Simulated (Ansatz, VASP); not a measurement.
**Al3Ni2Pd: VASP beside Ansatz**

Contents of INCAR:

```
ALGO = Fast ; EDIFF = 1E-6
EDIFFG = -0.01 ; ENCUT = 600
GGA = PE ; IBRION = 2
ISIF = 3 ; ISMEAR = 0
LASPH = True ; LCHARG = False
LREAL = False ; LWAVE = False
NELM = 60 ; NSW = 100
PREC = Accurate ; SIGMA = 0.1
```

Contents of KPOINTS:

```
k-points
0
Gamma
  12 12 8
```

POSCAR

```
Al3Ni2Pd
1.0
    4.1802304000      0.0000000000      0.0000000000
   -2.0901152000      3.6201857000      0.0000000000
    0.0000000000      0.0000000000      5.1489881000
Al Ni Pd
3 2 1
Direct
    0.3333333000      0.6666667000      0.1825060000
    0.6666667000      0.3333333000      0.8174940000
    0.0000000000      0.0000000000      0.5000000000
    0.3333333000      0.6666667000      0.6660000000
    0.6666667000      0.3333333000      0.3340000000
    0.0000000000      0.0000000000      0.0000000000
```

Input for Ansatz:

```yaml
crystal:
  lattice:
    - [4.1802304, 0.0, 0.0]
    - [-2.0901152, 3.6201857, 0.0]
    - [0.0, 0.0, 5.1489881]
  atoms:
    - { symbol: Al, position: [0.3333333, 0.6666667, 0.182506] }
    - { symbol: Al, position: [0.6666667, 0.3333333, 0.817494] }
    - { symbol: Al, position: [0.0, 0.0, 0.5] }
    - { symbol: Ni, position: [0.3333333, 0.6666667, 0.666] }
    - { symbol: Ni, position: [0.6666667, 0.3333333, 0.334] }
    - { symbol: Pd, position: [0.0, 0.0, 0.0] }
basis:
  ecutwfc: 420
kpoints:
  mp_grid: { grid: [12, 12, 8] }
hamiltonian:
  xc: pbe
scf:
  occupations: { method: gaussian, width: 0.1 }
output:
  forces: true
  stress: true
  eigenvalues: true
relax:
  adjacent_minimum: "off"
  f_tol: 0.01
  max_steps: 80
  cell: { stress_tol: 0.05 }
```

Alike in both runs: task relaxation of cell and atoms; functional PBE; k mesh 12 × 12 × 8; occupations gaussian, width 0.1 eV; no spin polarisation.

|  | VASP | Ansatz |
| --- | --- | --- |
| version | VASP 6.6.1 | Ansatz 0.2.0 |
| potentials or method | VASP PAW PBE potentials, release 64 (Al, Ni, Pd), cutoff 600 eV | scalar-relativistic, plane waves, PAW |
| valence electrons in the cell | 39 | 63 |

Ansatz gave:

```
gap on the k mesh at the Fermi level, each at its own relaxed structure (eV) : none
relaxed volume (Å³/atom)                                                     : 12.99
relaxed length of the cell vector where the two differ most in proportion (Å)              : 4.180
```

Task: Which values does VASP return?

Result: gap on the k mesh at the Fermi level, each at its own relaxed structure (eV): none; relaxed volume (Å³/atom): 13.00; relaxed length of the cell vector where the two differ most in proportion (Å): 4.181.

A gap of «none» marks a metal or a gap that the smearing closes. VASP's potentials hold 39 valence electrons a cell and Ansatz's 63, so a difference there can come from the potentials and not from the codes.
